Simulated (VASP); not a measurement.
# ZnCu (P4mm) in VASP: single point with PBEsol

Aim: the single point of ZnCu with PBEsol.

Program: VASP 6.6.1. These are calculated values, not measurements. Logs are shortened: lines on timing, memory, paths and dates and some standing lists are left out, and cuts for length are marked.

### 1 The cell of the first run

Symmetry: P4mm, No. 99, tetragonal system. The conventional cell has a = 2.888 Å, b = 2.888 Å, c = 2.844 Å, α = 90.00°, β = 90.00°, γ = 90.00°. Within 3.1 Å of Zn (site symmetry 4mm) lie 8 Cu at 2.34 to 2.66 Å and 6 Zn at 2.84 to 2.89 Å. Cu (site symmetry 4mm) has 8 Zn at 2.34 to 2.66 Å and 6 Cu at 2.84 to 2.89 Å within 3.1 Å.

### 2 Single point, PBEsol (strained and its atoms moved)

INCAR

```
SYSTEM = ZnCu
PREC = Accurate ; ENCUT = 520
EDIFF = 1E-6 ; ISMEAR = 0
SIGMA = 0.1 ; LREAL = .False.
LASPH = .True. ; NELM = 100
ALGO = Fast ; ISIF = 2
LWAVE = .False. ; LCHARG = .False.
GGA = PS ; NBANDS = 18
```

KPOINTS

```
regular mesh
0
Gamma
  14 14 14
  0 0 0
```

POSCAR

```
ZnCu
1.0
    2.8884265500      0.0000000000      0.0000000000
    0.0000000000      2.8442515500      0.0000000000
    0.0000000000      0.0000000000      2.8884265500
Zn Cu
1 1
Direct
    0.5000000000      0.5509337861      0.5000000000
    0.0000000000     -0.0509337861      0.0000000000
```

Potentials or basis: VASP PAW PBE potentials, release 64 (Zn, Cu).

Run with:

```bash
> cat potpaw_PBE.64/Zn/POTCAR potpaw_PBE.64/Cu/POTCAR > POTCAR
> mpirun -np 1 vasp_std > vasp.out
```

OUTCAR:

```text
SYSTEM = ZnCu
   PREC = Accurate
   ENCUT = 520
   EDIFF = 1E-6
   ISMEAR = 0
   LREAL = .False.
   LASPH = .True.
   NELM = 100
   ISIF = 2
   GGA = PS

 ion  position               nearest neighbor table
   1  0.500  0.551  0.500-   2 2.34   2 2.34   2 2.34   2 2.34   2 2.66   2 2.66   2 2.66   2 2.66

   2  0.000  0.949  0.000-   1 2.34   1 2.34   1 2.34   1 2.34   1 2.66   1 2.66   1 2.66   1 2.66

  LATTYP: Found a simple tetragonal cell.
 ALAT       =     2.8884265500
 C/A-ratio  =     0.9847062062

  Lattice vectors:

 A1 = (  -2.8884265500,   0.0000000000,   0.0000000000)
 A2 = (   0.0000000000,   0.0000000000,   2.8884265500)
 A3 = (   0.0000000000,   2.8442515500,   0.0000000000)

Analysis of symmetry for initial positions (statically):
=====================================================================
 Subroutine PRICEL returns:
 Original cell was already a primitive cell.

 Routine SETGRP: Setting up the symmetry group for a
 simple tetragonal supercell.

 Subroutine GETGRP returns: Found  8 space group operations
 (whereof  8 operations were pure point group operations)
 out of a pool of 16 trial point group operations.

The static configuration has the point symmetry C_4v.

Analysis of symmetry for dynamics (positions and initial velocities):
=====================================================================
 Subroutine PRICEL returns:
 Original cell was already a primitive cell.

 Routine SETGRP: Setting up the symmetry group for a
 simple tetragonal supercell.

 Subroutine GETGRP returns: Found  8 space group operations
 (whereof  8 operations were pure point group operations)
 out of a pool of 16 trial point group operations.

The dynamic configuration has the point symmetry C_4v.

 Subroutine INISYM returns: Found  8 space group operations
 (whereof  8 operations are pure point group operations),
 and found     1 'primitive' translations

----------------------------------------------------------------------------------------

                                     Primitive cell

  volume of cell :      23.7296

  direct lattice vectors                    reciprocal lattice vectors
     2.888426550  0.000000000  0.000000000     0.346209254  0.000000000  0.000000000
     0.000000000  2.844251550  0.000000000     0.000000000  0.351586343  0.000000000
     0.000000000  0.000000000  2.888426550     0.000000000  0.000000000  0.346209254

  length of vectors
     2.888426550  2.844251550  2.888426550     0.346209254  0.351586343  0.346209254

[... 81 lines left out ...]
   LREAL  =      F    real-space projection
   EDIFFG = 0.1E-04   stopping-criterion for IOM
   NSW    =      0    number of steps for IOM
   IBRION =     -1    ionic relax: 0-MD 1-quasi-New 2-CG
   NFREE  =      0    steps in history (QN), initial steepest desc. (CG)
   ISIF   =      2    stress and relaxation
   ISYM   =      2    0-nonsym 1-usesym 2-fastsym
   POTIM  = 0.5000    time-step for ionic-motion
   TEBEG  =    0.0;   TEEND  =   0.0 temperature during run
   PSTRESS=    0.0 pullay stress
   NELECT =      23.0000    total number of electrons
   NUPDOWN=      -1.0000    fix difference up-down
   EMIN   =  10.00;   EMAX   =-10.00  energy-range for DOS
   EFERMI =   0.00;   METHOD = LEGACY
   ISMEAR =     0;   SIGMA  =   0.10  broadening in eV -4-tet -1-fermi 0-gaus
   EFERMI_NEDOS =   21; number of points for ismear=-14 and -15
   IALGO  =     68    algorithm
   IMIX   =      4    mixing-type and parameters
     AMIX     =   0.40;   BMIX     =  1.00
     AMIX_MAG =   1.60;   BMIX_MAG =  1.00
  volume/ion in A,a.u.               =      11.86        80.07
  Fermi-wavevector in a.u.,A,eV,Ry     =   1.620145  3.061630 35.713523  2.624870
  Thomas-Fermi vector in A             =   2.714131
   LORBIT       =      0    0 simple, 1 ext, 2 COOP (PROOUT), +10 PAW based schemes
   GGA     = PS    functional components
   LHFCALC =     F    Hartree Fock is set to
   AEXX    =    0.0000 exact exchange contribution
   IVDW    =     0    specifies the selected vdW correction
   LEPSILON=     F    determine dielectric tensor
   LRPA    =     F    only Hartree local field effects (RPA)
 non-spin polarized calculation
 RMM-DIIS sequential band-by-band and
 Gauss-broadening in eV      SIGMA  =   0.10
  energy-cutoff  :      520.00
  volume of cell :       23.73
 maximum number of plane-waves:       654
 NGX is ok and might be reduce to    24
   NGX = 11   NGY = 11   NGZ = 11

 number of electron      22.9999980 magnetization

 Free energy of the ion-electron system (eV)
  ---------------------------------------------------
  ext. energy  EPLUGINS =         0.00000000
  ---------------------------------------------------
  free energy    TOTEN  =        -5.82745526 eV

  energy without entropy =       -5.82526591  energy(sigma->0) =       -5.82636059

 E-fermi :   6.1311     XC(G=0): -12.9651

 val. band max:        6.1273055328   @ k =   0.3571   0.5000   0.2857
 cond. band min:       6.1403109095   @ k =   0.2143   0.3571   0.1429
 fundamental gap:      0.0130053767
 Fermi energy:         6.1311058684

 k-point     1 :       0.0000    0.0000    0.0000
  band No.  band energies     occupation
      1      -4.8651      2.00000
      2      -2.0989      2.00000
      3      -2.0026      2.00000
      4      -1.2939      2.00000
      5      -1.1771      2.00000
      6      -1.1771      2.00000
[... 481 lines left out ...]
      5      -1.2321      2.00000
      6       0.1084      2.00000
[... 10 lines left out ...]
     17      20.6662      0.00000
     18      21.5939      0.00000

 [... further k-points ...]

------------------------ aborting loop because EDIFF is reached ----------------------------------------

  FORCE on cell =-STRESS in cart. coord.  units (eV):
  Direction    XX          YY          ZZ          XY          YZ          ZX
  --------------------------------------------------------------------------------------
  -------------------------------------------------------------------------------------
  Total        2.0589618      1.1663617      2.0589618      0.0000000      0.0000000      0.0000000
  in kB      139.0170963     78.7504702    139.0170963      0.0000000      0.0000000      0.0000000
  external PRESSURE =     118.9282210 kB  Pullay stress =       0.0000000 kB

 VOLUME and BASIS-vectors are now :
 -----------------------------------------------------------------------------
  energy-cutoff  :      520.00
  volume of cell :       23.73
      direct lattice vectors                 reciprocal lattice vectors
     2.888426550  0.000000000  0.000000000     0.346209254  0.000000000  0.000000000
     0.000000000  2.844251550  0.000000000     0.000000000  0.351586343  0.000000000
     0.000000000  0.000000000  2.888426550     0.000000000  0.000000000  0.346209254

 POSITION                                       TOTAL-FORCE (eV/Angst)
 -----------------------------------------------------------------------------------
      1.44421      1.56699      1.44421         0.000000     -1.717299     -0.000000
      0.00000      2.69938      0.00000         0.000000      1.717299      0.000000
 -----------------------------------------------------------------------------------
    total drift:                                0.000000      0.000836      0.000002

  FREE ENERGIE OF THE ION-ELECTRON SYSTEM (eV)
  ---------------------------------------------------
  free  energy   TOTEN  =        -5.8274552566 eV

  energy  without entropy=       -5.8252659140  energy(sigma->0) =       -5.82636059
```

stdout:

```text
POSCAR found type information on POSCAR ZnCu
 POSCAR found :  2 types and       2 ions
 scaLAPACK will be used
 -----------------------------------------------------------------------------
|                                                                             |
|                                                                             |
|     You enforced a specific xc type in the INCAR file but a different       |
|     I HOPE YOU KNOW WHAT YOU ARE DOING!                                     |
|                                                                             |
 -----------------------------------------------------------------------------

 LDA part: xc-table for (Slater+PW92), standard interpolation
 POSCAR, INCAR and KPOINTS ok, starting setup
 FFT: planning ... GRIDC
 FFT: planning ... GRID_SOFT
 FFT: planning ... GRID
 WAVECAR not read
 entering main loop
WARNING in EDDRMM: call to ZHEGV failed, returncode =   6  3     16
```

Wall time 42 s (1 thread of Intel Xeon 6975P-C (Granite Rapids), shared host); peak memory 0.24 GiB.

Results:

- Free energy: -5.8275 eV
- Pressure: 11.9 GPa
- Largest force: 1.717 eV/Å

Forces on the atoms (eV/Å):
```
Zn   0.000 -1.717  0.000
Cu   0.000  1.717  0.000
```

Stress tensor (GPa, compression positive):
```
13.90  0.00  0.00
 0.00  7.88  0.00
 0.00  0.00 13.90
```

Levels at points of the mesh, in eV from the Fermi level:
```tsv
k point	band 9	band 10	band 11	band 12	band 13	band 14	band 15	band 16
(0.00, 0.00, 0.00)	-2.97	-2.97	-2.94	6.24	6.24	7.35	11.54	11.58
(0.50, 0.00, 0.00)	-3.59	-3.40	-2.97	-2.21	11.91	12.11	12.70	12.73
(0.00, 0.50, 0.00)	-3.59	-3.59	-3.03	-1.99	11.51	11.51	13.58	13.58
(0.50, 0.50, 0.00)	-3.07	-2.68	-2.17	-1.94	2.03	2.32	14.63	16.07
(0.50, 0.00, 0.50)	-3.23	-2.73	-2.20	-2.20	1.97	2.27	15.24	16.70
(0.50, 0.50, 0.50)	-2.71	-2.64	3.50	3.50	3.92	4.41	5.13	5.76
```

Caveat: the cell differs from its parent crystal (strained and its atoms moved); the PAW data sets were made with another functional, which shifts forces and pressure a little.
